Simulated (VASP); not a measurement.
# SrVO3 (Pm-3m) in VASP: a series of runs

SrVO3 is run at these levels: r2SCAN, PBE; tasks: single point.

All numbers are computed with VASP 6.6.1; they aren't measurements. Logs are shortened: lines on timing, memory, paths and dates and some standing lists are left out, and cuts for length are marked.

### Step 1. The cell of the first run

Symmetry: Pm-3m, No. 221, cubic system. The conventional cell has a = 3.840 Å, b = 3.840 Å, c = 3.840 Å, α = 90.00°, β = 90.00°, γ = 90.00°. Within 3.6 Å of Sr (site symmetry m-3m) lie 12 O at 2.72 Å and 8 V at 3.33 Å. V (site symmetry m-3m) has 6 O at 1.92 Å within 2.5 Å. O (site symmetry 4/mmm) has 2 V at 1.92 Å within 2.5 Å.

### Step 2. Single point, r2SCAN

POSCAR reads:

```
SrVO3
1.0
    3.8403766576      0.0000000000      0.0000000000
    0.0000000000      3.8403766576      0.0000000000
    0.0000000000      0.0000000000      3.8403766576
Sr V O
1 1 3
Direct
    0.5000000000      0.5000000000      0.5000000000
    0.0000000000      0.0000000000      0.0000000000
    0.5000000000      0.0000000000      0.0000000000
    0.0000000000      0.5000000000      0.0000000000
    0.0000000000      0.0000000000      0.5000000000
```

INCAR.step1 reads:

```
SYSTEM = SrVO3
PREC = Accurate
ENCUT = 520
ISMEAR = 0
SIGMA = 0.05
LREAL = .False.
LASPH = .True.
NELM = 100
NBANDS = 28
GGA = PE
ALGO = Normal
EDIFF = 1E-4
LWAVE = .True.
LCHARG = .False.
```

INCAR.step2 reads:

```
SYSTEM = SrVO3
PREC = Accurate
ENCUT = 520
EDIFF = 1E-7
ISMEAR = 0
SIGMA = 0.05
LREAL = .False.
LASPH = .True.
NELM = 100
ALGO = Normal
ISIF = 2
LWAVE = .False.
LCHARG = .True.
METAGGA = R2SCAN
LMIXTAU = .True.
LELF = .True.
LVHAR = .True.
NBANDS = 28
ISTART = 1
```

KPOINTS reads:

```
Automatic mesh
0
Gamma
  8 8 8
  0 0 0
```

Potentials or basis: VASP PAW PBE potentials, release 64 (Sr_sv, V_sv, O).

On the command line:

```bash
cat potpaw_PBE.64/Sr_sv/POTCAR potpaw_PBE.64/V_sv/POTCAR potpaw_PBE.64/O/POTCAR > POTCAR
cp INCAR.step1 INCAR
mpirun -np 1 vasp_std > vasp.out
cp INCAR.step2 INCAR
mpirun -np 1 vasp_std > vasp.out
```

OUTCAR:

```text
SYSTEM = SrVO3
   PREC = Accurate
   ENCUT = 520
   EDIFF = 1E-7
   ISMEAR = 0
   LREAL = .False.
   LASPH = .True.
   NELM = 100
   ISIF = 2
   METAGGA = R2SCAN
   ISTART = 1

 ion  position               nearest neighbor table
   1  0.500  0.500  0.500-   3 2.72   4 2.72   5 2.72   3 2.72   4 2.72   3 2.72   5 2.72   3 2.72
                             4 2.72   5 2.72   4 2.72   5 2.72   2 3.33   2 3.33   2 3.33   2 3.33
   2  0.000  0.000  0.000-   3 1.92   4 1.92   5 1.92   5 1.92   4 1.92   3 1.92   1 3.33   1 3.33
                             1 3.33   1 3.33   1 3.33   1 3.33   1 3.33   1 3.33
   3  0.500  0.000  0.000-   2 1.92   2 1.92   1 2.72   1 2.72   1 2.72   1 2.72
   4  0.000  0.500  0.000-   2 1.92   2 1.92   1 2.72   1 2.72   1 2.72   1 2.72
   5  0.000  0.000  0.500-   2 1.92   2 1.92   1 2.72   1 2.72   1 2.72   1 2.72

  LATTYP: Found a simple cubic cell.
 ALAT       =     3.8403766576

  Lattice vectors:

 A1 = (   3.8403766576,   0.0000000000,   0.0000000000)
 A2 = (   0.0000000000,   3.8403766576,   0.0000000000)
 A3 = (   0.0000000000,   0.0000000000,   3.8403766576)

Analysis of symmetry for initial positions (statically):
=====================================================================
 Subroutine PRICEL returns:
 Original cell was already a primitive cell.

 Routine SETGRP: Setting up the symmetry group for a
 simple cubic supercell.

 Subroutine GETGRP returns: Found 48 space group operations
 (whereof 48 operations were pure point group operations)
 out of a pool of 48 trial point group operations.

The static configuration has the point symmetry O_h .

Analysis of symmetry for dynamics (positions and initial velocities):
=====================================================================
 Subroutine PRICEL returns:
 Original cell was already a primitive cell.

 Routine SETGRP: Setting up the symmetry group for a
 simple cubic supercell.

 Subroutine GETGRP returns: Found 48 space group operations
 (whereof 48 operations were pure point group operations)
 out of a pool of 48 trial point group operations.

The dynamic configuration has the point symmetry O_h .

 Subroutine INISYM returns: Found 48 space group operations
 (whereof 48 operations are pure point group operations),
 and found     1 'primitive' translations

----------------------------------------------------------------------------------------

                                     Primitive cell

[... 98 lines left out ...]
   EDIFFG = 0.1E-05   stopping-criterion for IOM
   NSW    =      0    number of steps for IOM
   IBRION =     -1    ionic relax: 0-MD 1-quasi-New 2-CG
   NFREE  =      0    steps in history (QN), initial steepest desc. (CG)
   ISIF   =      2    stress and relaxation
   ISYM   =      2    0-nonsym 1-usesym 2-fastsym
   POTIM  = 0.5000    time-step for ionic-motion
   TEBEG  =    0.0;   TEEND  =   0.0 temperature during run
   PSTRESS=    0.0 pullay stress
   NELECT =      41.0000    total number of electrons
   NUPDOWN=      -1.0000    fix difference up-down
   EMIN   =  10.00;   EMAX   =-10.00  energy-range for DOS
   EFERMI =   0.00;   METHOD = LEGACY
   ISMEAR =     0;   SIGMA  =   0.05  broadening in eV -4-tet -1-fermi 0-gaus
   EFERMI_NEDOS =   21; number of points for ismear=-14 and -15
   IALGO  =     38    algorithm
   IMIX   =      4    mixing-type and parameters
     AMIX     =   0.40;   BMIX     =  1.00
     AMIX_MAG =   1.60;   BMIX_MAG =  1.00
  volume/ion in A,a.u.               =      11.33        76.44
  Fermi-wavevector in a.u.,A,eV,Ry     =   1.469927  2.777758 29.397891  2.160684
  Thomas-Fermi vector in A             =   2.585245
   LORBIT       =      0    0 simple, 1 ext, 2 COOP (PROOUT), +10 PAW based schemes
   METAGGA = R2SCAN    functional components
   LHFCALC =     F    Hartree Fock is set to
   AEXX    =    0.0000 exact exchange contribution
   IVDW    =     0    specifies the selected vdW correction
   LEPSILON=     F    determine dielectric tensor
   LRPA    =     F    only Hartree local field effects (RPA)
 non-spin polarized calculation
 Gauss-broadening in eV      SIGMA  =   0.05
  energy-cutoff  :      520.00
  volume of cell :       56.64
 maximum number of plane-waves:      1568
 NGX is ok and might be reduce to    30
   NGX = 15   NGY = 15   NGZ = 15

 number of electron      41.0000017 magnetization

 Free energy of the ion-electron system (eV)
  ---------------------------------------------------
  ext. energy  EPLUGINS =         0.00000000
  ---------------------------------------------------
  free energy    TOTEN  =       -62.35180887 eV

  energy without entropy =      -62.34703239  energy(sigma->0) =      -62.34942063

 E-fermi :   6.4035     XC(G=0): -12.2752

 val. band max:        6.3492187537   @ k =   0.2500   0.2500   0.0000
 cond. band min:       6.4079203731   @ k =   0.2500   0.0000   0.0000
 fundamental gap:      0.0587016194
 Fermi energy:         6.4034887303

 k-point     1 :       0.0000    0.0000    0.0000
  band No.  band energies     occupation
      1     -62.3779      2.00000
      2     -35.0759      2.00000
      3     -35.0759      2.00000
      4     -35.0759      2.00000
      5     -29.6590      2.00000
      6     -14.7940      2.00000
[... 733 lines left out ...]
     27      13.1255      0.00000
     28      13.7764      0.00000

 [... further k-points ...]

------------------------ aborting loop because EDIFF is reached ----------------------------------------

  FORCE on cell =-STRESS in cart. coord.  units (eV):
  Direction    XX          YY          ZZ          XY          YZ          ZX
  --------------------------------------------------------------------------------------
  -------------------------------------------------------------------------------------
  Total       -0.3552560     -0.3552560     -0.3552560      0.0000000     -0.0000000     -0.0000000
  in kB      -10.0491791    -10.0491791    -10.0491791      0.0000000     -0.0000000     -0.0000000
  external PRESSURE =     -10.0491791 kB  Pullay stress =       0.0000000 kB

 VOLUME and BASIS-vectors are now :
 -----------------------------------------------------------------------------
  energy-cutoff  :      520.00
  volume of cell :       56.64
      direct lattice vectors                 reciprocal lattice vectors
     3.840376658  0.000000000  0.000000000     0.260391125  0.000000000  0.000000000
     0.000000000  3.840376658  0.000000000     0.000000000  0.260391125  0.000000000
     0.000000000  0.000000000  3.840376658     0.000000000  0.000000000  0.260391125

 POSITION                                       TOTAL-FORCE (eV/Angst)
 -----------------------------------------------------------------------------------
      1.92019      1.92019      1.92019         0.000000      0.000000      0.000000
      0.00000      0.00000      0.00000         0.000000      0.000000      0.000000
      1.92019      0.00000      0.00000         0.000000      0.000000      0.000000
      0.00000      1.92019      0.00000         0.000000      0.000000      0.000000
      0.00000      0.00000      1.92019         0.000000      0.000000      0.000000
 -----------------------------------------------------------------------------------
    total drift:                                0.000000     -0.000000      0.000000

  FREE ENERGIE OF THE ION-ELECTRON SYSTEM (eV)
  ---------------------------------------------------
  free  energy   TOTEN  =       -62.3518088732 eV

  energy  without entropy=      -62.3470323861  energy(sigma->0) =      -62.34942063
```

It took 1.7 min on 1 thread of Intel Xeon 6975P-C (Granite Rapids), shared host; peak memory 0.2 GiB.

What came out:

```yaml
Free_energy: -62.3518 eV
Pressure: -1.0 GPa
```

Caveat: the PAW data sets were made with another functional, which shifts forces and pressure a little; an odd number of electrons without spin polarisation forces a metal; a magnetic or distorted state may lie lower; the run has no spin polarisation, though such a crystal can be magnetic; semilocal functionals often make such compounds metallic where correlation or magnetic order opens a gap, which also shifts bond lengths.

### Step 3. Single point, PBE, collinear spin, ferromagnetic start

This run uses another cell than the first one, of 11.45 Å³/atom, 1.010 times its volume.

INCAR reads:

```
SYSTEM = SrVO3
PREC = Accurate ; ENCUT = 520
EDIFF = 1E-6 ; ISMEAR = 0
SIGMA = 0.05 ; LREAL = .False.
LASPH = .True. ; NELM = 150
ALGO = Normal ; ISIF = 2
LWAVE = .False. ; LCHARG = .False.
ISPIN = 2 ; MAGMOM = 0 1 0 0 0
LORBIT = 11 ; LMAXMIX = 4
GGA = PE ; NBANDS = 32
```

KPOINTS reads:

```
regular mesh
0
Gamma
  6 6 6
  0 0 0
```

POSCAR, as its differences from that of step 2:

```diff
@@ -2,5 +2,5 @@
 1.0
-    3.8403766576      0.0000000000      0.0000000000
-    0.0000000000      3.8403766576      0.0000000000
-    0.0000000000      0.0000000000      3.8403766576
+    3.8536605589      0.0000000000      0.0000000000
+    0.0000000000      3.8536605589      0.0000000000
+    0.0000000000      0.0000000000      3.8536605589
 Sr V O
```

Potentials or basis: VASP PAW PBE potentials, release 64 (Sr_sv, V_sv, O).

On the command line:

```bash
cat potpaw_PBE.64/Sr_sv/POTCAR potpaw_PBE.64/V_sv/POTCAR potpaw_PBE.64/O/POTCAR > POTCAR
mpirun -np 1 vasp_std > vasp.out
```

It took 36 s on 1 thread of Intel Xeon 6975P-C (Granite Rapids), shared host; peak memory 0.22 GiB.

The run converged. Its results:

- Free energy: -39.2711 eV
- Pressure: 1.8 GPa
- Net moment: 0.50 μB per cell
- Site moments: Sr +0.00; V +0.48; O -0.01 μB
- Valence electrons inside the program's atomic spheres: Sr 8.02; V 11.56; O 5.04

Levels at points of the mesh, in eV from the Fermi level:
Spin up:
```csv
k point,band 18,band 19,band 20,band 21,band 22,band 23
"(0.00, 0.00, 0.00)",-2.35,-2.35,-2.35,-1.18,-1.18,-1.18
"(0.50, 0.00, 0.00)",-4.02,-2.79,-2.79,-1.06,0.76,0.76
"(0.50, 0.50, 0.00)",-3.55,-3.55,-2.05,0.73,0.73,1.07
"(0.50, 0.50, 0.50)",-1.96,-1.96,-1.96,1.30,1.30,1.30
```
Spin down:
```csv
k point,band 16,band 17,band 18,band 19,band 20,band 21,band 22,band 23,band 24,band 25
"(0.00, 0.00, 0.00)",-3.17,-3.17,-2.36,-2.36,-2.36,-0.62,-0.62,-0.62,1.42,1.42
"(0.50, 0.00, 0.00)",-4.41,-4.41,-4.02,-2.80,-2.80,-0.49,1.24,1.24,1.43,3.68
"(0.50, 0.50, 0.00)",-4.94,-4.04,-3.55,-3.55,-2.06,1.22,1.22,1.60,2.42,5.53
"(0.50, 0.50, 0.50)",-5.77,-5.77,-1.96,-1.96,-1.96,1.81,1.81,1.81,5.26,5.26
```

Caveat: semilocal functionals often make such compounds metallic where correlation or magnetic order opens a gap, which also shifts bond lengths.

(Continued in part 2 of 2.)
